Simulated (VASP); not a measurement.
# GaSb (I-4m2) in VASP: notebook

Runs on GaSb. Level: PBE. Tasks: single point.

Program: VASP 6.6.1. These are calculated values, not measurements. Logs are shortened: lines on timing, memory, paths and dates and some standing lists are left out, and cuts for length are marked.

### Step 1. The cell of the first run

It takes space group I-4m2 (No. 119, tetragonal). Conventional cell: a = 5.661 Å, b = 5.661 Å, c = 3.415 Å, α = 90.00°, β = 90.00°, γ = 90.00°. Within 3.9 Å of Ga (site symmetry -4m2) lie 8 Sb at 2.96 to 3.82 Å and 2 Ga at 3.42 Å. Within 3.9 Å of Sb (site symmetry -4m2) lie 8 Ga at 2.96 to 3.82 Å and 2 Sb at 3.42 Å.

### Step 2. Single point, PBE

The input, INCAR:

```
PREC = Accurate ; ENCUT = 520
EDIFF = 1E-6 ; ISMEAR = 0
SIGMA = 0.15 ; LREAL = F
LASPH = T ; NELM = 100
ALGO = Normal ; ISIF = 2
LWAVE = F ; LCHARG = F
GGA = PE ; NBANDS = 16
```

The input, KPOINTS:

```
Automatic mesh
0
Gamma
  16 16 16
```

The input, POSCAR:

```
GaSb
1.0
   -2.8305000000      2.8305000000      1.7076500000
    2.8305000000     -2.8305000000      1.7076500000
    2.8305000000      2.8305000000     -1.7076500000
Ga Sb
1 1
Direct
    0.2500000000      0.7500000000      0.5000000000
    0.0000000000      0.0000000000      0.0000000000
```

Potentials or basis: VASP PAW PBE potentials, release 64 (Ga_d, Sb).

Command:

```
$ cat potpaw_PBE.64/Ga_d/POTCAR potpaw_PBE.64/Sb/POTCAR > POTCAR
$ mpirun -np 1 vasp_std > vasp.out
```

OUTCAR:

```text
PREC = Accurate
   ENCUT = 520
   EDIFF = 1E-6
   ISMEAR = 0
   LREAL = F
   LASPH = T
   NELM = 100
   ISIF = 2
   GGA = PE

 ion  position               nearest neighbor table
   1  0.250  0.750  0.500-   2 2.96   2 2.96   2 2.96   2 2.96
   2  0.000  0.000  0.000-   1 2.96   1 2.96   1 2.96   1 2.96

  LATTYP: Found a body centered tetragonal cell.
 ALAT       =     5.6610000000
 C/A-ratio  =     0.6033033033

  Lattice vectors:

 A1 = (  -2.8305000000,   2.8305000000,   1.7076500000)
 A2 = (   2.8305000000,  -2.8305000000,   1.7076500000)
 A3 = (   2.8305000000,   2.8305000000,  -1.7076500000)

Analysis of symmetry for initial positions (statically):
=====================================================================
 Subroutine PRICEL returns:
 Original cell was already a primitive cell.

 Routine SETGRP: Setting up the symmetry group for a
 body centered tetragonal supercell.

 Subroutine GETGRP returns: Found  8 space group operations
 (whereof  8 operations were pure point group operations)
 out of a pool of 16 trial point group operations.

The static configuration has the point symmetry D_2d.

Analysis of symmetry for dynamics (positions and initial velocities):
=====================================================================
 Subroutine PRICEL returns:
 Original cell was already a primitive cell.

 Routine SETGRP: Setting up the symmetry group for a
 body centered tetragonal supercell.

 Subroutine GETGRP returns: Found  8 space group operations
 (whereof  8 operations were pure point group operations)
 out of a pool of 16 trial point group operations.

The dynamic configuration has the point symmetry D_2d.

 Subroutine INISYM returns: Found  8 space group operations
 (whereof  8 operations are pure point group operations),
 and found     1 'primitive' translations

----------------------------------------------------------------------------------------

                                     Primitive cell

  volume of cell :      54.7249

  direct lattice vectors                    reciprocal lattice vectors
    -2.830500000  2.830500000  1.707650000     0.000000000  0.176647235  0.292800047
     2.830500000 -2.830500000  1.707650000     0.176647235  0.000000000  0.292800047
     2.830500000  2.830500000 -1.707650000     0.176647235  0.176647235  0.000000000

  length of vectors
     4.351956919  4.351956919  4.351956919     0.341959227  0.341959227  0.249816916

  position of ions in fractional coordinates (direct lattice)
     0.250000000  0.750000000  0.500000000
     0.000000000  0.000000000  0.000000000

  ion indices of the primitive-cell ions
   primitive index   ion index
                 1           1
                 2           2

----------------------------------------------------------------------------------------

 KPOINTS: Automatic mesh

Automatic generation of k-mesh.
 Grid dimensions read from file:
 generate k-points for:   16   16   16

 Generating k-lattice:

  Cartesian coordinates                     Fractional coordinates (reciprocal lattice)
     0.000000000  0.011040452  0.018300003     0.062500000  0.000000000  0.000000000
     0.011040452  0.000000000  0.018300003     0.000000000  0.062500000  0.000000000
     0.011040452  0.011040452  0.000000000     0.000000000  0.000000000  0.062500000

  Length of vectors
     0.021372452  0.021372452  0.015613557

  Shift w.r.t. Gamma in fractional coordinates (k-lattice)
     0.000000000  0.000000000  0.000000000

 Subroutine IBZKPT returns following result:
 ===========================================

 Found    349 irreducible k-points:

 Following reciprocal coordinates:
            Coordinates               Weight
  0.000000  0.000000  0.000000      1.000000
  0.062500  0.000000 -0.000000      8.000000
  0.125000  0.000000 -0.000000      8.000000
  0.187500  0.000000  0.000000      8.000000
  0.250000  0.000000 -0.000000      8.000000
  0.312500  0.000000  0.000000      8.000000
[... 16 lines left out ...]
 -0.125000  0.062500  0.000000     16.000000
 -0.062500  0.062500  0.000000      4.000000
 [... further k-points ...]
   k-points           NKPTS =    349   k-points in BZ     NKDIM =    349   number of bands    NBANDS=     16
   number of dos      NEDOS =    301   number of ions     NIONS =      2
   total plane-waves  NPLWV =  32768
   dimension x,y,z NGX =    32 NGY =   32 NGZ =   32
   dimension x,y,z NGXF=    64 NGYF=   64 NGZF=   64
   ions per type =               1   1
   NGX,Y,Z   is equivalent  to a cutoff of  12.22, 12.22, 12.22 a.u.
   NGXF,Y,Z  is equivalent  to a cutoff of  24.45, 24.45, 24.45 a.u.
 SYSTEM =  unknown system
   PREC   = accura    normal or accurate (medium, high low for compatibility)
   ISTART =      0    job   : 0-new  1-cont  2-samecut
   ICHARG =      2    charge: 1-file 2-atom 10-const
   ISPIN  =      1    spin polarized calculation?
   LNONCOLLINEAR =      F non collinear calculations
   LSORBIT =      F    spin-orbit coupling
   LASPH  =      T    aspherical Exc in radial PAW
   ENCUT  =  520.0 eV  38.22 Ry    6.18 a.u.   8.09  8.09  8.09*2*pi/ulx,y,z
   NELM   =    100;   NELMIN=  2; NELMDL= -5     # of ELM steps
   EDIFF  = 0.1E-05   stopping-criterion for ELM
   LREAL  =      F    real-space projection
   EDIFFG = 0.1E-04   stopping-criterion for IOM
   NSW    =      0    number of steps for IOM
   IBRION =     -1    ionic relax: 0-MD 1-quasi-New 2-CG
   NFREE  =      0    steps in history (QN), initial steepest desc. (CG)
   ISIF   =      2    stress and relaxation
   ISYM   =      2    0-nonsym 1-usesym 2-fastsym
   POTIM  = 0.5000    time-step for ionic-motion
   TEBEG  =    0.0;   TEEND  =   0.0 temperature during run
   PSTRESS=    0.0 pullay stress
   NELECT =      18.0000    total number of electrons
   NUPDOWN=      -1.0000    fix difference up-down
   EMIN   =  10.00;   EMAX   =-10.00  energy-range for DOS
   EFERMI =   0.00;   METHOD = LEGACY
   ISMEAR =     0;   SIGMA  =   0.15  broadening in eV -4-tet -1-fermi 0-gaus
   EFERMI_NEDOS =   21; number of points for ismear=-14 and -15
   IALGO  =     38    algorithm
   IMIX   =      4    mixing-type and parameters
     AMIX     =   0.40;   BMIX     =  1.00
     AMIX_MAG =   1.60;   BMIX_MAG =  1.00
  volume/ion in A,a.u.               =      27.36       184.65
  Fermi-wavevector in a.u.,A,eV,Ry     =   1.130066  2.135516 17.375319  1.277050
  Thomas-Fermi vector in A             =   2.266762
   LORBIT       =      0    0 simple, 1 ext, 2 COOP (PROOUT), +10 PAW based schemes
   GGA     = PE    functional components
   LHFCALC =     F    Hartree Fock is set to
   AEXX    =    0.0000 exact exchange contribution
   IVDW    =     0    specifies the selected vdW correction
   LEPSILON=     F    determine dielectric tensor
   LRPA    =     F    only Hartree local field effects (RPA)
 non-spin polarized calculation
 Gauss-broadening in eV      SIGMA  =   0.15
  energy-cutoff  :      520.00
  volume of cell :       54.72
 maximum number of plane-waves:      1510
   NGX = 17   NGY = 17   NGZ = 17

 number of electron      18.0000002 magnetization

 Free energy of the ion-electron system (eV)
  ---------------------------------------------------
  ext. energy  EPLUGINS =         0.00000000
  ---------------------------------------------------
  free energy    TOTEN  =        -6.88626855 eV

  energy without entropy =       -6.87650566  energy(sigma->0) =       -6.88138710

 E-fermi :   5.2229     XC(G=0):  -9.6635

 val. band max:        5.2162618798   @ k =  -0.2500   0.4375   0.2500
 cond. band min:       5.2238381911   @ k =  -0.3125  -0.3125   0.0625
 fundamental gap:      0.0075763113
 Fermi energy:         5.2229389716

 k-point     1 :       0.0000    0.0000    0.0000
  band No.  band energies     occupation
      1      -9.6167      2.00000
      2      -9.5501      2.00000
      3      -9.5501      2.00000
      4      -9.5477      2.00000
      5      -9.5399      2.00000
      6      -5.8407      2.00000
[... 8 lines left out ...]
     15      14.0687      0.00000
     16      15.5123      0.00000

 k-point     2 :       0.0625    0.0000   -0.0000
  band No.  band energies     occupation
      1      -9.6139      2.00000
      2      -9.5512      2.00000
      3      -9.5511      2.00000
      4      -9.5479      2.00000
      5      -9.5394      2.00000
      6      -5.7788      2.00000
[... 8 lines left out ...]
     15      14.4476      0.00000
     16      14.8718      0.00000

 k-point     3 :       0.1250    0.0000   -0.0000
  band No.  band energies     occupation
      1      -9.6060      2.00000
      2      -9.5545      2.00000
      3      -9.5542      2.00000
      4      -9.5487      2.00000
      5      -9.5379      2.00000
      6      -5.5940      2.00000
[... 8 lines left out ...]
     15      13.8526      0.00000
     16      14.5686      0.00000

 k-point     4 :       0.1875    0.0000    0.0000
  band No.  band energies     occupation
      1      -9.5942      2.00000
      2      -9.5593      2.00000
      3      -9.5589      2.00000
      4      -9.5500      2.00000
      5      -9.5356      2.00000
      6      -5.2903      2.00000
[... 8 lines left out ...]
     15      13.1499      0.00000
     16      14.5601      0.00000
[... 324 lines left out ...]
 k-point    22 :      -0.1875    0.0625    0.0000
  band No.  band energies     occupation
      1      -9.6054      2.00000
      2      -9.5549      2.00000
      3      -9.5541      2.00000
      4      -9.5494      2.00000
      5      -9.5370      2.00000
      6      -5.5022      2.00000
[... 8 lines left out ...]
     15      13.7973      0.00000
     16      14.4300      0.00000

 k-point    23 :      -0.1250    0.0625    0.0000
  band No.  band energies     occupation
      1      -9.6135      2.00000
      2      -9.5515      2.00000
      3      -9.5511      2.00000
      4      -9.5483      2.00000
      5      -9.5388      2.00000
      6      -5.7169      2.00000
[... 8 lines left out ...]
     15      14.2006      0.00000
     16      14.7204      0.00000

 k-point    24 :      -0.0625    0.0625    0.0000
  band No.  band energies     occupation
      1      -9.6165      2.00000
      2      -9.5502      2.00000
      3      -9.5501      2.00000
      4      -9.5478      2.00000
      5      -9.5396      2.00000
      6      -5.8096      2.00000
[... 8 lines left out ...]
     15      13.9690      0.00000
     16      15.2027      0.00000

 [... further k-points ...]

------------------------ aborting loop because EDIFF is reached ----------------------------------------

  FORCE on cell =-STRESS in cart. coord.  units (eV):
  Direction    XX          YY          ZZ          XY          YZ          ZX
  --------------------------------------------------------------------------------------
  -------------------------------------------------------------------------------------
  Total       -1.4008878     -1.4008878     -1.7304224      0.0000000      0.0000000      0.0000000
  in kB      -41.0136815    -41.0136815    -50.6614419      0.0000000      0.0000000      0.0000000
  external PRESSURE =     -44.2296017 kB  Pullay stress =       0.0000000 kB

 VOLUME and BASIS-vectors are now :
 -----------------------------------------------------------------------------
  energy-cutoff  :      520.00
  volume of cell :       54.72
      direct lattice vectors                 reciprocal lattice vectors
    -2.830500000  2.830500000  1.707650000     0.000000000  0.176647235  0.292800047
     2.830500000 -2.830500000  1.707650000     0.176647235  0.000000000  0.292800047
     2.830500000  2.830500000 -1.707650000     0.176647235  0.176647235  0.000000000

 POSITION                                       TOTAL-FORCE (eV/Angst)
 -----------------------------------------------------------------------------------
      2.83050      0.00000      0.85382         0.000000     -0.000000      0.000000
      0.00000      0.00000      0.00000        -0.000000      0.000000     -0.000000
 -----------------------------------------------------------------------------------
    total drift:                                0.000000     -0.000000      0.000000

  FREE ENERGIE OF THE ION-ELECTRON SYSTEM (eV)
  ---------------------------------------------------
  free  energy   TOTEN  =        -6.8862685507 eV

  energy  without entropy=       -6.8765056572  energy(sigma->0) =       -6.88138710
```

It took 5 min on 1 thread of AMD EPYC 7R13, shared host; peak memory 0.4 GiB.

Results:

| Quantity | Value |
| --- | --- |
| Free energy | -6.8863 eV |
| Pressure | -4.4 GPa |
| Band gap on the k mesh | zero (bands 9 and 10 overlap by 4.33 eV) |

Levels at points of the mesh, in eV from the Fermi level:
```
           k point  band 6  band 7  band 8  band 9  band 10  band 11  band 12  band 13
(0.00, 0.00, 0.00)  -11.06   -2.96   -1.43   -1.43     3.76     3.81     6.28     6.55
(0.50, 0.00, 0.00)   -8.31   -5.20   -2.26   -1.39    -0.86     2.56     3.05     4.74
(0.50, 0.50, 0.00)   -9.78   -7.28    0.15    1.75     2.06     2.42     3.74     5.65
(0.50, 0.50, 0.50)   -8.86   -5.48   -4.21   -4.21     2.47     4.07     9.38     9.38
```

Caveat: the cell stands under tension; spin-orbit coupling is left out, which moves the levels of the heavy elements.

### Step 3. Single point, PBE

This run uses another cell than the first one, of 27.56 Å³/atom.

The input, INCAR:

```
SYSTEM = GaSb
PREC = Accurate
ENCUT = 520
EDIFF = 1E-6
ISMEAR = 0
SIGMA = 0.15
LREAL = .FALSE.
LASPH = .TRUE.
NELM = 60
ALGO = Normal
ISIF = 2
LWAVE = .FALSE.
LCHARG = .TRUE.
GGA = PE
LELF = .TRUE.
LVHAR = .TRUE.
NBANDS = 16
```

The input, KPOINTS:

```
regular mesh
0
G
  16 16 16
  0 0 0
```

The input, POSCAR:

```
GaSb
1.0
   -2.8950000000      2.8950000000      1.6444000000
    2.8950000000     -2.8950000000      1.6444000000
    2.8950000000      2.8950000000     -1.6444000000
Ga Sb
1 1
Direct
    0.2500000000      0.7500000000      0.5000000000
    0.0000000000      0.0000000000      0.0000000000
```

Potentials or basis: VASP PAW PBE potentials, release 64 (Ga_d, Sb).

Command:

```
$ cat potpaw_PBE.64/Ga_d/POTCAR potpaw_PBE.64/Sb/POTCAR > POTCAR
$ mpirun -np 1 vasp_std > vasp.out
```

OUTCAR:

```text
SYSTEM = GaSb
   PREC = Accurate
   ENCUT = 520
   EDIFF = 1E-6
   ISMEAR = 0
   LREAL = .FALSE.
   LASPH = .TRUE.
   NELM = 60
   ISIF = 2
   GGA = PE

 ion  position               nearest neighbor table
   1  0.250  0.750  0.500-   2 3.01   2 3.01   2 3.01   2 3.01
   2  0.000  0.000  0.000-   1 3.01   1 3.01   1 3.01   1 3.01

  LATTYP: Found a body centered tetragonal cell.
 ALAT       =     5.7900000000
 C/A-ratio  =     0.5680138169

  Lattice vectors:

 A1 = (  -2.8950000000,   2.8950000000,   1.6444000000)
 A2 = (   2.8950000000,  -2.8950000000,   1.6444000000)
 A3 = (   2.8950000000,   2.8950000000,  -1.6444000000)

Analysis of symmetry for initial positions (statically):
=====================================================================
 Subroutine PRICEL returns:
 Original cell was already a primitive cell.

 Routine SETGRP: Setting up the symmetry group for a
 body centered tetragonal supercell.

 Subroutine GETGRP returns: Found  8 space group operations
 (whereof  8 operations were pure point group operations)
 out of a pool of 16 trial point group operations.

The static configuration has the point symmetry D_2d.
[... 161 lines left out ...]

 E-fermi :   5.1415     XC(G=0):  -9.6380

 val. band max:        5.1373103061   @ k =  -0.4375   0.0625   0.0000
 cond. band min:       5.1426219468   @ k =  -0.4375   0.4375   0.1250
 fundamental gap:      0.0053116407
 Fermi energy:         5.1414915708

 k-point     1 :       0.0000    0.0000    0.0000
  band No.  band energies     occupation
      1      -9.6897      2.00000
      2      -9.6095      2.00000
      3      -9.6033      2.00000
      4      -9.6029      2.00000
      5      -9.6029      2.00000
      6      -5.8807      2.00000
[... 433 lines left out ...]
      3      -9.6032      2.00000
      4      -9.6027      2.00000
      5      -9.6026      2.00000
      6      -5.8520      2.00000
[... 8 lines left out ...]
     15      14.3950      0.00000
     16      15.2228      0.00000

 [... further k-points ...]

------------------------ aborting loop because EDIFF is reached ----------------------------------------

  FORCE on cell =-STRESS in cart. coord.  units (eV):
  Direction    XX          YY          ZZ          XY          YZ          ZX
  --------------------------------------------------------------------------------------
  -------------------------------------------------------------------------------------
  Total       -1.7716706     -1.7716706     -1.5508378      0.0000000      0.0000000      0.0000000
  in kB      -51.4907211    -51.4907211    -45.0725753      0.0000000      0.0000000      0.0000000
  external PRESSURE =     -49.3513392 kB  Pullay stress =       0.0000000 kB

 VOLUME and BASIS-vectors are now :
 -----------------------------------------------------------------------------
  energy-cutoff  :      520.00
  volume of cell :       55.13
      direct lattice vectors                 reciprocal lattice vectors
    -2.895000000  2.895000000  1.644400000     0.000000000  0.172711572  0.304062272
     2.895000000 -2.895000000  1.644400000     0.172711572  0.000000000  0.304062272
     2.895000000  2.895000000 -1.644400000     0.172711572  0.172711572  0.000000000

 POSITION                                       TOTAL-FORCE (eV/Angst)
 -----------------------------------------------------------------------------------
      2.89500     -0.00000      0.82220        -0.000000      0.000000     -0.000000
      0.00000      0.00000      0.00000         0.000000     -0.000000      0.000000
 -----------------------------------------------------------------------------------
    total drift:                                0.000000     -0.000000     -0.000000

  FREE ENERGIE OF THE ION-ELECTRON SYSTEM (eV)
  ---------------------------------------------------
  free  energy   TOTEN  =        -6.8765679848 eV

  energy  without entropy=       -6.8662966188  energy(sigma->0) =       -6.87143230
```

OSZICAR:

```text
N       E                     dE             d eps       ncg     rms          rms(c)
DAV:   1     0.824205857966E+02    0.82421E+02   -0.82265E+03 11168   0.141E+03
DAV:   2    -0.616212000862E+00   -0.83037E+02   -0.80349E+02 13240   0.313E+02
DAV:   3    -0.678219287388E+01   -0.61660E+01   -0.61413E+01 13448   0.637E+01
DAV:   4    -0.689256203777E+01   -0.11037E+00   -0.11035E+00 13768   0.943E+00
DAV:   5    -0.689512324926E+01   -0.25612E-02   -0.25612E-02 14104   0.130E+00    0.196E+00
DAV:   6    -0.687860578231E+01    0.16517E-01   -0.38404E-02 14720   0.271E+00    0.108E+00
DAV:   7    -0.687650278271E+01    0.21030E-02   -0.12286E-02 16824   0.974E-01    0.228E-01
DAV:   8    -0.687654139671E+01   -0.38614E-04   -0.15648E-03 13968   0.444E-01    0.372E-02
DAV:   9    -0.687656876746E+01   -0.27371E-04   -0.10947E-04 14352   0.958E-02    0.212E-02
DAV:  10    -0.687656798485E+01    0.78262E-06   -0.89085E-06 14504   0.330E-02
   1 F= -.68765680E+01 E0= -.68714323E+01  d E =-.102714E-01
```

Wall time 7.7 min (1 thread of AMD EPYC 7R13, shared host); peak memory 0.43 GiB.

What came out:

```yaml
Free_energy: -6.8766 eV
Pressure: -4.9 GPa
Band_gap_on_the_k_mesh: zero (bands 9 and 10 overlap by 4.03 eV)
```

Levels at points of the mesh, in eV from the Fermi level:
```
           k point  band 6  band 7  band 8  band 9  band 10  band 11  band 12  band 13
(0.00, 0.00, 0.00)  -11.02   -3.44   -1.59   -1.59     3.63     4.44     6.32     6.32
(0.50, 0.00, 0.00)   -8.02   -5.00   -2.40   -1.15    -0.94     2.63     2.89     4.56
(0.50, 0.50, 0.00)   -9.87   -7.27   -0.05    1.62     1.78     2.06     4.18     6.34
(0.50, 0.50, 0.50)   -9.07   -5.62   -4.20   -4.20     3.31     4.96     8.87     8.87
```

Caveat: the cell stands under tension; spin-orbit coupling is left out, which moves the levels of the heavy elements.

(Continued in part 2 of 2.)
